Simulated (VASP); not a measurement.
# Lu (Fd-3m) in VASP: notebook, part 2 of 2

VASP 6.6.1.

**4. Single point, PBE**

This run uses another cell than the first one, of 24.62 Å³/atom.

INCAR

```
SYSTEM = Lu
PREC = Accurate ; ENCUT = 600
EDIFF = 1E-6 ; ISMEAR = -1
SIGMA = 0.05 ; LREAL = .False.
LASPH = .True. ; NELM = 120
ALGO = Normal ; ISIF = 2
LWAVE = .False. ; LCHARG = .True.
GGA = PE ; LELF = .True.
LVHAR = .True. ; NBANDS = 32
GGA_COMPAT = .False.
```

KPOINTS

```
regular mesh
0
Gamma
  12 12 12
  0 0 0
```

POSCAR

```
Lu
1.0
    0.0000000000      2.9092764940      2.9092764940
    2.9092764940      0.0000000000      2.9092764940
    2.9092764940      2.9092764940      0.0000000000
Lu
2
Direct
    1.0000000000      1.0000000000      1.0000000000
    0.2500000000      0.2500000000      0.2500000000
```

Potentials or basis: VASP PAW PBE potentials, release 64 (Lu).

Started as:

```console
$ cat potpaw_PBE.64/Lu/POTCAR > POTCAR
$ mpirun -np 1 vasp_std > vasp.out
```

OUTCAR:

```text
SYSTEM = Lu
   PREC = Accurate
   ENCUT = 600
   EDIFF = 1E-6
   ISMEAR = -1
   LREAL = .False.
   LASPH = .True.
   NELM = 120
   ISIF = 2
   GGA = PE

 ion  position               nearest neighbor table
   1  0.000  0.000  0.000-   2 2.52   2 2.52   2 2.52   2 2.52
   2  0.250  0.250  0.250-   1 2.52   1 2.52   1 2.52   1 2.52

  LATTYP: Found a face centered cubic cell.
 ALAT       =     5.8185529880

  Lattice vectors:

 A1 = (   0.0000000000,   2.9092764940,   2.9092764940)
 A2 = (   2.9092764940,   0.0000000000,   2.9092764940)
 A3 = (   2.9092764940,   2.9092764940,   0.0000000000)

Analysis of symmetry for initial positions (statically):
=====================================================================
 Subroutine PRICEL returns:
 Original cell was already a primitive cell.

 Routine SETGRP: Setting up the symmetry group for a
 face centered cubic supercell.

 Subroutine GETGRP returns: Found 48 space group operations
 (whereof 24 operations were pure point group operations)
[... 161 lines left out ...]
  ---------------------------------------------------
  free energy    TOTEN  =        -3.17555738 eV

  energy without entropy =       -3.15293183  energy(sigma->0) =       -3.16424461

 E-fermi :   2.2631     XC(G=0): -11.2753

 val. band max:        2.2545650726   @ k =  -0.3333   0.0833   0.0000
 cond. band min:       2.2702921449   @ k =   0.4167   0.2500   0.0833
 fundamental gap:      0.0157270723
 Fermi energy:         2.2631479536

 k-point     1 :       0.0000    0.0000    0.0000
  band No.  band energies     occupation
      1     -54.4405      2.00000
      2     -53.6404      2.00000
      3     -25.7023      2.00000
      4     -25.7023      2.00000
      5     -25.7023      2.00000
      6     -24.0155      2.00000
[... 829 lines left out ...]
     31       7.3722      0.00000
     32       8.8619      0.00000

 [... further k-points ...]

------------------------ aborting loop because EDIFF is reached ----------------------------------------

  FORCE on cell =-STRESS in cart. coord.  units (eV):
  Direction    XX          YY          ZZ          XY          YZ          ZX
  --------------------------------------------------------------------------------------
  -------------------------------------------------------------------------------------
  Total        6.4702015      6.4702015      6.4702015      0.0000000     -0.0000000      0.0000000
  in kB      210.4957827    210.4957827    210.4957827      0.0000000     -0.0000000      0.0000000
  external PRESSURE =     210.4957827 kB  Pullay stress =       0.0000000 kB

 VOLUME and BASIS-vectors are now :
 -----------------------------------------------------------------------------
  energy-cutoff  :      600.00
  volume of cell :       49.25
      direct lattice vectors                 reciprocal lattice vectors
     0.000000000  2.909276494  2.909276494    -0.171864036  0.171864036  0.171864036
     2.909276494  0.000000000  2.909276494     0.171864036 -0.171864036  0.171864036
     2.909276494  2.909276494  0.000000000     0.171864036  0.171864036 -0.171864036

 POSITION                                       TOTAL-FORCE (eV/Angst)
 -----------------------------------------------------------------------------------
      0.00000      0.00000      0.00000         0.000000     -0.000000      0.000000
      1.45464      1.45464      1.45464        -0.000000      0.000000     -0.000000
 -----------------------------------------------------------------------------------
    total drift:                                0.000000      0.000000      0.000000

  FREE ENERGIE OF THE ION-ELECTRON SYSTEM (eV)
  ---------------------------------------------------
  free  energy   TOTEN  =        -3.1755573810 eV

  energy  without entropy=       -3.1529318327  energy(sigma->0) =       -3.16424461
```

stdout:

```text
POSCAR found type information on POSCAR Lu
 POSCAR found :  1 types and       2 ions
 scaLAPACK will be used
 LDA part: xc-table for (Slater+PW92), standard interpolation
 POSCAR, INCAR and KPOINTS ok, starting setup
 FFT: planning ... GRIDC
 FFT: planning ... GRID_SOFT
 FFT: planning ... GRID
 WAVECAR not read
 entering main loop
```

Wall time 57 s (1 thread of Intel Xeon 6975P-C (Granite Rapids), shared host); peak memory 0.28 GiB.

What came out:

```
Free energy            : -3.1756 eV
Pressure               : 21.0 GPa
Band gap on the k mesh : zero (bands 25 and 26 overlap by 1.48 eV)
```

Caveat: the cell stands under pressure; spin-orbit coupling is left out, which moves the levels of the heavy elements.

**5. Summary**

| cell | gap on the mesh (eV) | pressure (GPa) |
| --- | --- | --- |
| a = 3.700 Å, angles 60.0°, 2 atoms | none | 66.8 |
| a = 3.844 Å, angles 60.0°, 2 atoms | none | 43.3 |
| a = 4.114 Å, angles 60.0°, 2 atoms | none | 21.0 |

Alike in all rows: task single point; level PBE; potentials or basis VASP PAW PBE potentials, release 64 (Lu); no spin polarisation; k mesh 12 × 12 × 12; cutoff (eV) 600; smearing fermi-dirac 0.05 eV.

Caveats: the cell stands under pressure; spin-orbit coupling is left out, which moves the levels of the heavy elements.

Absolute energies hang on the potentials; compare differences alone.
